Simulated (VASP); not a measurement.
# Li (Fd-3m) in VASP: notebook

Runs on Li. Level: r2SCAN. Tasks: single point.

Program: VASP 6.6.1. These are calculated values, not measurements. Logs are shortened: lines on timing, memory, paths and dates and some standing lists are left out, and cuts for length are marked.

### 1 The cell of the first run

Symmetry: Fd-3m, No. 227, cubic system. Conventional cell: a = 5.894 Å, b = 5.894 Å, c = 5.894 Å, α = 90.00°, β = 90.00°, γ = 90.00°. Within 3.4 Å of Li (site symmetry -43m) lie 4 Li at 2.55 Å.

This isn't the form of Li at room conditions, which is bcc.

### 2 Single point, r2SCAN

POSCAR

```
Li
1.0
    0.0000000000      2.9467515781      2.9467515781
    2.9467515781      0.0000000000      2.9467515781
    2.9467515781      2.9467515781      0.0000000000
Li
2
Direct
    1.0000000000      1.0000000000      1.0000000000
    0.2500000000      0.2500000000      0.2500000000
```

INCAR.step1

```
  PREC = Accurate
  ENCUT = 830
  ISMEAR = 0
  SIGMA = 0.05
  LREAL = F
  LASPH = T
  NELM = 120
  NBANDS = 10
  GGA = PE
  ALGO = Normal
  EDIFF = 1E-5
  LWAVE = T
  LCHARG = F
  GGA_COMPAT = F
```

INCAR.step2

```
  PREC = Accurate
  ENCUT = 830
  EDIFF = 1E-6
  ISMEAR = 0
  SIGMA = 0.05
  LREAL = F
  LASPH = T
  NELM = 120
  ALGO = Normal
  ISIF = 2
  LWAVE = F
  LCHARG = F
  METAGGA = R2SCAN
  LMIXTAU = T
  NBANDS = 10
  ISTART = 1
  GGA_COMPAT = F
```

KPOINTS

```
Automatic mesh
0
Gamma
  6 6 6
```

Potentials or basis: VASP PAW PBE potentials, release 64 (Li_sv).

Run with:

```bash
cat potpaw_PBE.64/Li_sv/POTCAR > POTCAR
cp INCAR.step1 INCAR
mpirun -np 1 vasp_std > vasp.out
cp INCAR.step2 INCAR
mpirun -np 1 vasp_std > vasp.out
```

OUTCAR:

```text
PREC = Accurate
   ENCUT = 830
   EDIFF = 1E-6
   ISMEAR = 0
   LREAL = F
   LASPH = T
   NELM = 120
   ISIF = 2
   METAGGA = R2SCAN
   ISTART = 1

 ion  position               nearest neighbor table
   1  0.000  0.000  0.000-   2 2.55   2 2.55   2 2.55   2 2.55
   2  0.250  0.250  0.250-   1 2.55   1 2.55   1 2.55   1 2.55

  LATTYP: Found a face centered cubic cell.
 ALAT       =     5.8935031562

  Lattice vectors:

 A1 = (   0.0000000000,   2.9467515781,   2.9467515781)
 A2 = (   2.9467515781,   0.0000000000,   2.9467515781)
 A3 = (   2.9467515781,   2.9467515781,   0.0000000000)

Analysis of symmetry for initial positions (statically):
=====================================================================
 Subroutine PRICEL returns:
 Original cell was already a primitive cell.

 Routine SETGRP: Setting up the symmetry group for a
 face centered cubic supercell.

 Subroutine GETGRP returns: Found 48 space group operations
 (whereof 24 operations were pure point group operations)
 out of a pool of 48 trial point group operations.

The static configuration has the point symmetry T_d .
 The point group associated with its full space group is O_h .

Analysis of symmetry for dynamics (positions and initial velocities):
=====================================================================
 Subroutine PRICEL returns:
 Original cell was already a primitive cell.

 Routine SETGRP: Setting up the symmetry group for a
 face centered cubic supercell.

 Subroutine GETGRP returns: Found 48 space group operations
 (whereof 24 operations were pure point group operations)
 out of a pool of 48 trial point group operations.

The dynamic configuration has the point symmetry T_d .
 The point group associated with its full space group is O_h .

 Subroutine INISYM returns: Found 48 space group operations
 (whereof 24 operations are pure point group operations),
 and found     1 'primitive' translations

----------------------------------------------------------------------------------------

                                     Primitive cell

  volume of cell :      51.1753

  direct lattice vectors                    reciprocal lattice vectors
     0.000000000  2.946751578  2.946751578    -0.169678368  0.169678368  0.169678368
     2.946751578  0.000000000  2.946751578     0.169678368 -0.169678368  0.169678368
     2.946751578  2.946751578  0.000000000     0.169678368  0.169678368 -0.169678368

  length of vectors
     4.167336047  4.167336047  4.167336047     0.293891555  0.293891555  0.293891555

  position of ions in fractional coordinates (direct lattice)
     0.000000000  0.000000000  0.000000000
     0.250000000  0.250000000  0.250000000

  ion indices of the primitive-cell ions
   primitive index   ion index
                 1           1
                 2           2

----------------------------------------------------------------------------------------

 KPOINTS: Automatic mesh

Automatic generation of k-mesh.
 Grid dimensions read from file:
 generate k-points for:    6    6    6

 Generating k-lattice:

  Cartesian coordinates                     Fractional coordinates (reciprocal lattice)
    -0.028279728  0.028279728  0.028279728     0.166666667  0.000000000  0.000000000
     0.028279728 -0.028279728  0.028279728     0.000000000  0.166666667  0.000000000
     0.028279728  0.028279728 -0.028279728     0.000000000  0.000000000  0.166666667

  Length of vectors
     0.048981926  0.048981926  0.048981926

  Shift w.r.t. Gamma in fractional coordinates (k-lattice)
     0.000000000  0.000000000  0.000000000

 Subroutine IBZKPT returns following result:
 ===========================================

 Found     16 irreducible k-points:

 Following reciprocal coordinates:
            Coordinates               Weight
  0.000000  0.000000  0.000000      1.000000
  0.166667  0.000000  0.000000      8.000000
  0.333333  0.000000  0.000000      8.000000
  0.500000  0.000000  0.000000      4.000000
  0.166667  0.166667  0.000000      6.000000
  0.333333  0.166667  0.000000     24.000000
[... 8 lines left out ...]
 -0.333333  0.333333  0.166667     24.000000
 -0.333333  0.500000  0.166667     12.000000
   k-points           NKPTS =     16   k-points in BZ     NKDIM =     16   number of bands    NBANDS=     10
   number of dos      NEDOS =    301   number of ions     NIONS =      2
   total plane-waves  NPLWV =  64000
   dimension x,y,z NGX =    40 NGY =   40 NGZ =   40
   dimension x,y,z NGXF=    80 NGYF=   80 NGZF=   80
   ions per type =               2
   NGX,Y,Z   is equivalent  to a cutoff of  15.96, 15.96, 15.96 a.u.
   NGXF,Y,Z  is equivalent  to a cutoff of  31.91, 31.91, 31.91 a.u.
 SYSTEM =  unknown system
   PREC   = accura    normal or accurate (medium, high low for compatibility)
   ISTART =      1    job   : 0-new  1-cont  2-samecut
   ICHARG =      0    charge: 1-file 2-atom 10-const
   ISPIN  =      1    spin polarized calculation?
   LNONCOLLINEAR =      F non collinear calculations
   LSORBIT =      F    spin-orbit coupling
   LASPH  =      T    aspherical Exc in radial PAW
   ENCUT  =  830.0 eV  61.00 Ry    7.81 a.u.   9.79  9.79  9.79*2*pi/ulx,y,z
   NELM   =    120;   NELMIN=  2; NELMDL=  0     # of ELM steps
   EDIFF  = 0.1E-05   stopping-criterion for ELM
   LREAL  =      F    real-space projection
   EDIFFG = 0.1E-04   stopping-criterion for IOM
   NSW    =      0    number of steps for IOM
   IBRION =     -1    ionic relax: 0-MD 1-quasi-New 2-CG
   NFREE  =      0    steps in history (QN), initial steepest desc. (CG)
   ISIF   =      2    stress and relaxation
   ISYM   =      2    0-nonsym 1-usesym 2-fastsym
   POTIM  = 0.5000    time-step for ionic-motion
   TEBEG  =    0.0;   TEEND  =   0.0 temperature during run
   PSTRESS=    0.0 pullay stress
   NELECT =       6.0000    total number of electrons
   NUPDOWN=      -1.0000    fix difference up-down
   EMIN   =  10.00;   EMAX   =-10.00  energy-range for DOS
   EFERMI =   0.00;   METHOD = LEGACY
   ISMEAR =     0;   SIGMA  =   0.05  broadening in eV -4-tet -1-fermi 0-gaus
   EFERMI_NEDOS =   21; number of points for ismear=-14 and -15
   IALGO  =     38    algorithm
   IMIX   =      4    mixing-type and parameters
     AMIX     =   0.40;   BMIX     =  1.00
     AMIX_MAG =   1.60;   BMIX_MAG =  1.00
  volume/ion in A,a.u.               =      25.59       172.67
  Fermi-wavevector in a.u.,A,eV,Ry     =   0.801257  1.514156  8.735110  0.642012
  Thomas-Fermi vector in A             =   1.908709
   LORBIT       =      0    0 simple, 1 ext, 2 COOP (PROOUT), +10 PAW based schemes
   METAGGA = R2SCAN    functional components
   LHFCALC =     F    Hartree Fock is set to
   AEXX    =    0.0000 exact exchange contribution
   IVDW    =     0    specifies the selected vdW correction
   LEPSILON=     F    determine dielectric tensor
   LRPA    =     F    only Hartree local field effects (RPA)
 non-spin polarized calculation
 Gauss-broadening in eV      SIGMA  =   0.05
  energy-cutoff  :      830.00
  volume of cell :       51.18
 maximum number of plane-waves:      2798
   NGX = 19   NGY = 19   NGZ = 19

 number of electron       5.9999998 magnetization

 Free energy of the ion-electron system (eV)
  ---------------------------------------------------
  ext. energy  EPLUGINS =         0.00000000
  ---------------------------------------------------
  free energy    TOTEN  =        -3.70559927 eV

  energy without entropy =       -3.70334159  energy(sigma->0) =       -3.70447043

 E-fermi :   0.4794     XC(G=0):  -6.8563

 val. band max:        0.3591975790   @ k =   0.5000   0.5000   0.0000
 cond. band min:       0.5081403065   @ k =   0.5000   0.1667   0.0000
 fundamental gap:      0.1489427275
 Fermi energy:         0.4794297668

 k-point     1 :       0.0000    0.0000    0.0000
  band No.  band energies     occupation
      1     -49.2617      2.00000
      2     -49.1856      2.00000
      3      -3.4063      2.00000
      4       6.4764      0.00000
      5       6.4764      0.00000
      6       6.4764      0.00000
      7       7.5443      0.00000
      8       7.5443      0.00000
      9       7.5443      0.00000
     10      12.5681      0.00000

 k-point     2 :       0.1667    0.0000    0.0000
  band No.  band energies     occupation
      1     -49.2579      2.00000
      2     -49.1893      2.00000
      3      -3.1008      2.00000
      4       4.1895      0.00000
      5       5.7418      0.00000
      6       5.7418      0.00000
      7       8.4477      0.00000
      8       8.4477      0.00000
      9       9.2941      0.00000
     10      11.0516      0.00000

 k-point     3 :       0.3333    0.0000    0.0000
  band No.  band energies     occupation
      1     -49.2486      2.00000
      2     -49.1983      2.00000
      3      -2.2013      2.00000
      4       1.6362      0.00000
      5       5.1519      0.00000
      6       5.1519      0.00000
      7       8.1956      0.00000
      8       8.1956      0.00000
      9      10.0472      0.00000
     10      10.4853      0.00000

 k-point     4 :       0.5000    0.0000    0.0000
  band No.  band energies     occupation
      1     -49.2424      2.00000
      2     -49.2044      2.00000
      3      -1.1190      2.00000
      4      -0.0252      2.00000
      5       4.9792      0.00000
      6       4.9792      0.00000
      7       7.7799      0.00000
      8       7.7799      0.00000
      9       9.7376      0.00000
     10      10.8565      0.00000
[... 118 lines left out ...]
 k-point    14 :       0.5000    0.3333    0.1667
  band No.  band energies     occupation
      1     -49.2398      2.00000
      2     -49.2069      2.00000
      3      -1.3692      2.00000
      4       2.2554      0.00000
      5       2.3241      0.00000
      6       3.5313      0.00000
      7       7.8403      0.00000
      8       8.3947      0.00000
      9      10.6446      0.00000
     10      12.6621      0.00000

 k-point    15 :      -0.3333    0.3333    0.1667
  band No.  band energies     occupation
      1     -49.2328      2.00000
      2     -49.2138      2.00000
      3      -0.1951      2.00000
      4       0.6194      0.00008
      5       2.5346      0.00000
      6       2.6692      0.00000
      7       7.7830      0.00000
      8       9.3709      0.00000
      9      11.2698      0.00000
     10      12.1608      0.00000

 k-point    16 :      -0.3333    0.5000    0.1667
  band No.  band energies     occupation
      1     -49.2233      2.00000
      2     -49.2233      2.00000
      3       0.6700      0.00000
      4       0.6700      0.00000
      5       1.9221      0.00000
      6       1.9221      0.00000
      7       7.9186      0.00000
      8       7.9187      0.00000
      9      12.4743      0.00000
     10      12.4743      0.00000

------------------------ aborting loop because EDIFF is reached ----------------------------------------

  FORCE on cell =-STRESS in cart. coord.  units (eV):
  Direction    XX          YY          ZZ          XY          YZ          ZX
  --------------------------------------------------------------------------------------
  -------------------------------------------------------------------------------------
  Total       -0.0167773     -0.0167773     -0.0167773      0.0000000      0.0000000      0.0000000
  in kB       -0.5252566     -0.5252566     -0.5252566      0.0000000      0.0000000      0.0000000
  external PRESSURE =      -0.5252566 kB  Pullay stress =       0.0000000 kB

 VOLUME and BASIS-vectors are now :
 -----------------------------------------------------------------------------
  energy-cutoff  :      830.00
  volume of cell :       51.18
      direct lattice vectors                 reciprocal lattice vectors
     0.000000000  2.946751578  2.946751578    -0.169678368  0.169678368  0.169678368
     2.946751578  0.000000000  2.946751578     0.169678368 -0.169678368  0.169678368
     2.946751578  2.946751578  0.000000000     0.169678368  0.169678368 -0.169678368

 POSITION                                       TOTAL-FORCE (eV/Angst)
 -----------------------------------------------------------------------------------
      0.00000      0.00000      0.00000        -0.000000      0.000000      0.000000
      1.47338      1.47338      1.47338         0.000000     -0.000000     -0.000000
 -----------------------------------------------------------------------------------
    total drift:                                0.000000     -0.000000      0.000000

  FREE ENERGIE OF THE ION-ELECTRON SYSTEM (eV)
  ---------------------------------------------------
  free  energy   TOTEN  =        -3.7055992668 eV

  energy  without entropy=       -3.7033415900  energy(sigma->0) =       -3.70447043
```

It took 73 s on 1 thread of Intel Xeon 8259CL, shared host; peak memory 0.24 GiB.

Results:

```
Free energy            : -3.7056 eV
Pressure               : -0.1 GPa
Band gap on the k mesh : zero (bands 3 and 4 overlap by 0.70 eV)
```

Caveat: the PAW data sets were made with another functional, which shifts forces and pressure a little.

### 3 Single point, r2SCAN

This run uses another cell than the first one, of 25.08 Å³/atom.

POSCAR

```
Li
1.0
    0.0000000000      2.9269741260      2.9269741260
    2.9269741260      0.0000000000      2.9269741260
    2.9269741260      2.9269741260      0.0000000000
Li
2
Direct
    1.0000000000      1.0000000000      1.0000000000
    0.2500000000      0.2500000000      0.2500000000
```

INCAR.step1

```
SYSTEM = Li
PREC = Accurate ; ENCUT = 830
ISMEAR = 0 ; SIGMA = 0.05
LREAL = .FALSE. ; LASPH = .TRUE.
NELM = 120 ; NBANDS = 10
GGA = PE ; ALGO = Normal
EDIFF = 1E-5 ; LWAVE = .TRUE.
LCHARG = .FALSE. ; GGA_COMPAT = .FALSE.
```

INCAR.step2

```
SYSTEM = Li
PREC = Accurate ; ENCUT = 830
EDIFF = 1E-6 ; ISMEAR = 0
SIGMA = 0.05 ; LREAL = .FALSE.
LASPH = .TRUE. ; NELM = 120
ALGO = Normal ; ISIF = 2
LWAVE = .FALSE. ; LCHARG = .TRUE.
METAGGA = R2SCAN ; LMIXTAU = .TRUE.
LELF = .TRUE. ; LVHAR = .TRUE.
NBANDS = 10 ; ISTART = 1
GGA_COMPAT = .FALSE.
```

KPOINTS

```
Automatic mesh
0
G
  6 6 6
  0 0 0
```

Potentials or basis: VASP PAW PBE potentials, release 64 (Li_sv).

Run with:

```bash
cat potpaw_PBE.64/Li_sv/POTCAR > POTCAR
cp INCAR.step1 INCAR
mpirun -np 1 vasp_std > vasp.out
cp INCAR.step2 INCAR
mpirun -np 1 vasp_std > vasp.out
```

Run time: 86 s. Hardware: 1 thread of Intel Xeon 8259CL, shared host; peak memory 0.25 GiB.

The run converged. Its results:

```yaml
Free_energy: -3.7049 eV
Pressure: 0.1 GPa
Band_gap_on_the_k_mesh: zero (bands 3 and 4 overlap by 0.68 eV)
```

Levels at points of the mesh, in eV from the Fermi level:
| k point | band 1 | band 2 | band 3 | band 4 | band 5 | band 6 |
| --- | --- | --- | --- | --- | --- | --- |
| (0.00, 0.00, 0.00) | -49.74 | -49.66 | -3.94 | 6.06 | 6.06 | 6.06 |
| (0.50, 0.00, 0.00) | -49.72 | -49.68 | -1.64 | -0.50 | 4.54 | 4.54 |
| (0.50, 0.50, 0.00) | -49.70 | -49.70 | -0.13 | -0.13 | 2.28 | 2.28 |

Caveat: the PAW data sets were made with another functional, which shifts forces and pressure a little.

### 4 Single point, r2SCAN

This run uses another cell than the first one, of 26.10 Å³/atom.

POSCAR

```
Li
1.0
    0.0000000000      2.9662670579      2.9662670579
    2.9662670579      0.0000000000      2.9662670579
    2.9662670579      2.9662670579      0.0000000000
Li
2
Direct
    1.0000000000      1.0000000000      1.0000000000
    0.2500000000      0.2500000000      0.2500000000
```

INCAR.step1

```
SYSTEM = Li
PREC     = Accurate       ! precision mode
ENCUT    = 830            ! plane-wave cutoff, eV
ISMEAR   = 0              ! smearing method
SIGMA    = 0.05           ! smearing width, eV
LREAL    = .FALSE.        ! projectors in reciprocal space
LASPH    = .TRUE.         ! aspherical terms in the spheres
NELM     = 120            ! most SCF steps
NBANDS   = 10             ! bands
GGA      = PE             ! functional
ALGO     = Normal         ! electronic algorithm
EDIFF    = 1E-5           ! SCF threshold, eV
LWAVE    = .TRUE.         ! write WAVECAR
LCHARG   = .FALSE.        ! write CHGCAR
GGA_COMPAT= .FALSE.
```

INCAR.step2

```
SYSTEM = Li
PREC     = Accurate       ! precision mode
ENCUT    = 830            ! plane-wave cutoff, eV
EDIFF    = 1E-6           ! SCF threshold, eV
ISMEAR   = 0              ! smearing method
SIGMA    = 0.05           ! smearing width, eV
LREAL    = .FALSE.        ! projectors in reciprocal space
LASPH    = .TRUE.         ! aspherical terms in the spheres
NELM     = 120            ! most SCF steps
ALGO     = Normal         ! electronic algorithm
ISIF     = 2              ! what is computed and relaxed
LWAVE    = .FALSE.        ! write WAVECAR
LCHARG   = .FALSE.        ! write CHGCAR
METAGGA  = R2SCAN         ! meta-GGA
LMIXTAU  = .TRUE.       
NBANDS   = 10             ! bands
ISTART   = 1            
GGA_COMPAT= .FALSE.
```

KPOINTS is that of step 3.

Run with:

```bash
cat potpaw_PBE.64/Li_sv/POTCAR > POTCAR
cp INCAR.step1 INCAR
mpirun -np 1 vasp_std > vasp.out
cp INCAR.step2 INCAR
mpirun -np 1 vasp_std > vasp.out
```

It took 98 s on 1 thread of Intel Xeon 8259CL, shared host; peak memory 0.24 GiB.

Results (log left out):

```
Free energy            : -3.7049 eV
Pressure               : -0.3 GPa
Band gap on the k mesh : zero (bands 3 and 4 overlap by 0.70 eV)
```

Levels at points of the mesh, in eV from the Fermi level:
```tsv
k point	band 1	band 2	band 3	band 4	band 5	band 6	band 7
(0.00, 0.00, 0.00)	-49.77	-49.69	-3.84	5.93	5.93	5.93	6.99
(0.50, 0.00, 0.00)	-49.75	-49.71	-1.56	-0.50	4.45	4.45	7.23
(0.50, 0.50, 0.00)	-49.73	-49.73	-0.11	-0.11	2.25	2.25	5.83
```

Caveat: the PAW data sets were made with another functional, which shifts forces and pressure a little.

### 5 Summary

```csv
cell,gap on the mesh (eV),pressure (GPa)
"a = 4.167 Å, angles 60.0°, 2 atoms",none,-0.1
"a = 4.139 Å, angles 60.0°, 2 atoms",none,0.1
"a = 4.195 Å, angles 60.0°, 2 atoms",none,-0.3
```

Alike in all rows: task single point; level r2SCAN; potentials or basis VASP PAW PBE potentials, release 64 (Li_sv); no spin polarisation; k mesh 6 × 6 × 6; cutoff (eV) 830; smearing gaussian 0.05 eV.

Caveats: the PAW data sets were made with another functional, which shifts forces and pressure a little.

Absolute energies hang on the potentials; compare differences alone.

The gap in the log of VASP goes by the Fermi energy; the results here count the filled bands.